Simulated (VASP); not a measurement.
# C13O in VASP: notebook, part 3 of 3

VASP 6.6.1. The steps go on from the part before.

## 4. Single point, PBE+D3(BJ)

Input file INCAR:

```
PREC     = Accurate       # precision mode
ENCUT    = 520            # plane-wave cutoff, eV
EDIFF    = 1E-6           # SCF threshold, eV
ISMEAR   = 0              # smearing method
SIGMA    = 0.05           # smearing width, eV
LREAL    = F              # projectors in reciprocal space
LASPH    = T              # aspherical terms in the spheres
NELM     = 60             # most SCF steps
ALGO     = Normal         # electronic algorithm
ISIF     = 2              # what is computed and relaxed
LWAVE    = F              # write WAVECAR
LCHARG   = F              # write CHGCAR
LDIPOL   = T            
IDIPOL   = 3            
DIPOL    = 0.5 0.5 0.307
GGA      = PE             # functional
IVDW     = 12             # dispersion correction
NBANDS   = 42             # bands
```

Input file KPOINTS:

```
regular mesh
0
Gamma
  6 8 1
```

Input file POSCAR:

```
C13O
1.0
    4.9292228556      0.0000000000      0.0000000000
    0.6166369004      3.5586578569      0.0000000000
    0.0000000000      0.0000000000     23.5476436662
C O
13 1
Direct
    0.3564276904      0.1499632950      0.1698683765
    0.8564276904      0.1499632950      0.1698683765
    0.0989390319      0.2099625321      0.1987042506
    0.5989390319      0.2099625321      0.1987042506
    0.0841110515      0.3299262085      0.2563592746
    0.5841110516      0.3299262085      0.2563592746
    0.3266667349      0.3895095996      0.2844286850
    0.8266667349      0.3895095996      0.2844286850
    0.3105178057      0.5194460749      0.3444814082
    0.8105178057      0.5194460749      0.3444814082
    0.0532190510      0.5779316571      0.3693636522
    0.5532190510      0.5779316571      0.3693636522
    0.1782190510      0.5779316571      0.5498488023
    0.1782190510      0.5779316571      0.5010116440
```

Potentials or basis: VASP PAW PBE potentials, release 64 (C, O).

Launch:

```console
cat potpaw_PBE.64/C/POTCAR potpaw_PBE.64/O/POTCAR > POTCAR
mpirun -np 1 vasp_std > vasp.out
```

OUTCAR:

```text
PREC = Accurate
   ENCUT = 520
   EDIFF = 1E-6
   ISMEAR = 0
   LREAL = F
   LASPH = T
   NELM = 60
   ISIF = 2
   GGA = PE
   IVDW = 12
 IVDW          = 12

 ion  position               nearest neighbor table
   1  0.356  0.150  0.170-   3 1.42   4 1.42
   2  0.856  0.150  0.170-   4 1.42   3 1.42
   3  0.099  0.210  0.199-   1 1.42   5 1.42   2 1.42
   4  0.599  0.210  0.199-   2 1.42   6 1.42   1 1.42
   5  0.084  0.330  0.256-   8 1.41   7 1.41   3 1.42
   6  0.584  0.330  0.256-   7 1.41   8 1.41   4 1.42
   7  0.327  0.390  0.284-   6 1.41   5 1.41   9 1.49
   8  0.827  0.390  0.284-   5 1.41   6 1.41  10 1.49
   9  0.311  0.519  0.344-  11 1.38  12 1.38   7 1.49
  10  0.811  0.519  0.344-  12 1.38  11 1.38   8 1.49
  11  0.053  0.578  0.369-   9 1.38  10 1.38
  12  0.553  0.578  0.369-  10 1.38   9 1.38
  13  0.178  0.578  0.550-  14 1.15
  14  0.178  0.578  0.501-  13 1.15

  LATTYP: Found a simple monoclinic cell.
 ALAT       =     3.6116875293
 B/A-ratio  =     6.5198452178
 C/A-ratio  =     1.3647977062
 COS(beta)  =    -0.1707337347

  Lattice vectors:

 A1 = (   0.6166369004,   3.5586578569,   0.0000000000)
 A2 = (   0.0000000000,   0.0000000000, -23.5476436662)
 A3 = (  -4.9292228556,   0.0000000000,   0.0000000000)

Analysis of symmetry for initial positions (statically):
=====================================================================
 Subroutine PRICEL returns:
 Original cell was already a primitive cell.

 Routine SETGRP: Setting up the symmetry group for a
 simple monoclinic supercell.

 Subroutine GETGRP returns: Found  1 space group operations
 (whereof  1 operations were pure point group operations)
 out of a pool of  4 trial point group operations.

The static configuration has the point symmetry C_1 .

Analysis of symmetry for dynamics (positions and initial velocities):
=====================================================================
 Subroutine PRICEL returns:
 Original cell was already a primitive cell.

 Routine SETGRP: Setting up the symmetry group for a
 simple monoclinic supercell.

 Subroutine GETGRP returns: Found  1 space group operations
 (whereof  1 operations were pure point group operations)
 out of a pool of  4 trial point group operations.

The dynamic configuration has the point symmetry C_1 .

 Subroutine INISYM returns: Found  1 space group operations
 (whereof  1 operations are pure point group operations),
 and found     1 'primitive' translations

----------------------------------------------------------------------------------------

                                     Primitive cell

  volume of cell :     413.0591

  direct lattice vectors                    reciprocal lattice vectors
     4.929222856  0.000000000  0.000000000     0.202871736 -0.035153196  0.000000000
     0.616636900  3.558657857  0.000000000     0.000000000  0.281004817  0.000000000
     0.000000000  0.000000000 23.547643666     0.000000000  0.000000000  0.042467094

  length of vectors
     4.929222856  3.611687529 23.547643666     0.205894849  0.281004817  0.042467094

[... 96 lines left out ...]
   ISTART =      0    job   : 0-new  1-cont  2-samecut
   ICHARG =      2    charge: 1-file 2-atom 10-const
   ISPIN  =      1    spin polarized calculation?
   LNONCOLLINEAR =      F non collinear calculations
   LSORBIT =      F    spin-orbit coupling
   LASPH  =      T    aspherical Exc in radial PAW
   ENCUT  =  520.0 eV  38.22 Ry    6.18 a.u.   9.17  6.72 43.78*2*pi/ulx,y,z
   NELM   =     60;   NELMIN=  2; NELMDL= -5     # of ELM steps
   EDIFF  = 0.1E-05   stopping-criterion for ELM
   LREAL  =      F    real-space projection
   EDIFFG = 0.1E-04   stopping-criterion for IOM
   NSW    =      0    number of steps for IOM
   IBRION =     -1    ionic relax: 0-MD 1-quasi-New 2-CG
   NFREE  =      0    steps in history (QN), initial steepest desc. (CG)
   ISIF   =      2    stress and relaxation
   ISYM   =      2    0-nonsym 1-usesym 2-fastsym
   POTIM  = 0.5000    time-step for ionic-motion
   TEBEG  =    0.0;   TEEND  =   0.0 temperature during run
   PSTRESS=    0.0 pullay stress
   NELECT =      58.0000    total number of electrons
   NUPDOWN=      -1.0000    fix difference up-down
   EMIN   =  10.00;   EMAX   =-10.00  energy-range for DOS
   EFERMI =   0.00;   METHOD = LEGACY
   ISMEAR =     0;   SIGMA  =   0.05  broadening in eV -4-tet -1-fermi 0-gaus
   EFERMI_NEDOS =   21; number of points for ismear=-14 and -15
   IALGO  =     38    algorithm
   IMIX   =      4    mixing-type and parameters
     AMIX     =   0.40;   BMIX     =  1.00
     AMIX_MAG =   1.60;   BMIX_MAG =  1.00
  volume/ion in A,a.u.               =      29.50       199.10
  Fermi-wavevector in a.u.,A,eV,Ry     =   0.850903  1.607974  9.851109  0.724036
  Thomas-Fermi vector in A             =   1.966953
   LORBIT       =      0    0 simple, 1 ext, 2 COOP (PROOUT), +10 PAW based schemes
   GGA     = PE    functional components
   LHFCALC =     F    Hartree Fock is set to
   AEXX    =    0.0000 exact exchange contribution
   IVDW    =    12    specifies the selected vdW correction
   LEPSILON=     F    determine dielectric tensor
   LRPA    =     F    only Hartree local field effects (RPA)
 non-spin polarized calculation
 Gauss-broadening in eV      SIGMA  =   0.05
  energy-cutoff  :      520.00
  volume of cell :      413.06
 maximum number of plane-waves:     11163
 NGX is ok and might be reduce to    40
   NGX = 19   NGY = 13   NGZ = 87

 dipolmoment           0.000000      0.000000      0.278605 electrons x Angstroem

 number of electron      57.9999997 magnetization

 dipolmoment           0.000000      0.000000     -0.040402 electrons x Angstroem

 Free energy of the ion-electron system (eV)
  ---------------------------------------------------
  ext. energy  EPLUGINS =         0.00000000
  ---------------------------------------------------
  free energy    TOTEN  =      -112.50004040 eV

  energy without entropy =     -112.48386741  energy(sigma->0) =     -112.49195390

 E-fermi :  -3.3705     XC(G=0):  -4.1629

 val. band max:       -3.3793481044   @ k =   0.3333  -0.0000   0.0000
 cond. band min:      -3.3570827058   @ k =   0.5000   0.1250   0.0000
 fundamental gap:      0.0222653985
 Fermi energy:        -3.3704886373

 k-point     1 :       0.0000    0.0000    0.0000
  band No.  band energies     occupation
      1     -26.5700      2.00000
      2     -22.1736      2.00000
      3     -20.4319      2.00000
      4     -18.0406      2.00000
      5     -17.9484      2.00000
      6     -17.8953      2.00000
[... 1045 lines left out ...]
     40       5.1788      0.00000
     41       5.2843      0.00000

 [... further k-points ...]

 [bands above 41 left out]

------------------------ aborting loop because EDIFF is reached ----------------------------------------

 vacuum level on the upper side and lower side of the slab       (xc-potential included)        -0.210         0.197

 Edisp (eV)   -1.47674

 E8    (eV) :    -0.4332

  FORCE on cell =-STRESS in cart. coord.  units (eV):
  Direction    XX          YY          ZZ          XY          YZ          ZX
  --------------------------------------------------------------------------------------
  -------------------------------------------------------------------------------------
  Total      -0.30278    -0.18139     1.11693     0.06444     0.74180     0.03062
  in kB      -1.17442    -0.70359     4.33234     0.24997     2.87729     0.11878
  external pressure =        0.82 kB  Pullay stress =        0.00 kB

 VOLUME and BASIS-vectors are now :
 -----------------------------------------------------------------------------
  energy-cutoff  :      520.00
  volume of cell :      413.06
      direct lattice vectors                 reciprocal lattice vectors
     4.929222856  0.000000000  0.000000000     0.202871736 -0.035153196  0.000000000
     0.616636900  3.558657857  0.000000000     0.000000000  0.281004817  0.000000000
     0.000000000  0.000000000 23.547643666     0.000000000  0.000000000  0.042467094

 POSITION                                       TOTAL-FORCE (eV/Angst)
 -----------------------------------------------------------------------------------
      1.84938      0.53367      4.00000         0.020850      0.462932      1.676541
      4.31400      0.53367      4.00000         0.003393      0.459712      1.668451
      0.61716      0.74718      4.67902        -0.012352     -0.946707     -3.186655
      3.08177      0.74718      4.67902        -0.004292     -0.941386     -3.177377
      0.61805      1.17409      6.03666        -0.018833      0.465627      1.443431
      3.08266      1.17409      6.03666         0.011686      0.470460      1.455967
      1.85040      1.38613      6.69763        -0.015406      0.007189      0.032994
      4.31501      1.38613      6.69763         0.011677     -0.004917      0.007094
      1.85092      1.84853      8.11173         0.002038      0.029323      0.088512
      4.31553      1.84853      8.11173        -0.008364     -0.021512     -0.067645
      0.61870      2.05666      8.69764        -0.068500     -0.000785     -0.066443
      3.08331      2.05666      8.69764         0.060037      0.023590      0.119381
      1.23486      2.05666     12.94764        -0.005619      0.002184     -0.719416
      1.23486      2.05666     11.79764         0.023685     -0.005709      0.725165
 -----------------------------------------------------------------------------------
    total drift:                                0.000431     -0.000801     -0.000388

  FREE ENERGIE OF THE ION-ELECTRON SYSTEM (eV)
  ---------------------------------------------------
  free  energy   TOTEN  =      -113.9767805104 eV

  energy  without entropy=     -113.9606075259  energy(sigma->0) =     -113.96869402

 vacuum level on the upper side and lower side of the slab         3.061         3.477
```

Wall time 8.4 min (1 thread of Intel Xeon 6975P-C (Granite Rapids), shared host); peak memory 0.65 GiB.

Results:

| Quantity | Value |
| --- | --- |
| Free energy | -113.9768 eV |
| Largest force | 3.324 eV/Å |
| Band gap on the k mesh | zero (bands 29 and 30 overlap by 0.07 eV) |
| Dispersion energy per atom | -0.105 eV |

Forces on the atoms (eV/Å):
```
C    0.021  0.463  1.677
C    0.003  0.460  1.668
C   -0.012 -0.947 -3.187
C   -0.004 -0.941 -3.177
C   -0.019  0.466  1.443
C    0.012  0.470  1.456
C   -0.015  0.007  0.033
C    0.012 -0.005  0.007
C    0.002  0.029  0.089
C   -0.008 -0.022 -0.068
C   -0.069 -0.001 -0.066
C    0.060  0.024  0.119
C   -0.006  0.002 -0.719
O    0.024 -0.006  0.725
```

## 5. Overview

```tsv
cell	gap on the mesh (eV)	largest force (eV/Å)
as given, atomic positions A	none	3.33
as given, atomic positions B	none	3.33
as given, atomic positions C	none	3.32
```

Alike in all rows: task single point; level PBE+D3(BJ); potentials or basis VASP PAW PBE potentials, release 64 (C, O); no spin polarisation; k mesh 6 × 8 × 1; cutoff (eV) 520; smearing gaussian 0.05 eV.

Total energies depend on the potentials used, so only differences within one code and one set of settings carry meaning.

The gap in the log of VASP goes by the Fermi energy; the results here count the filled bands.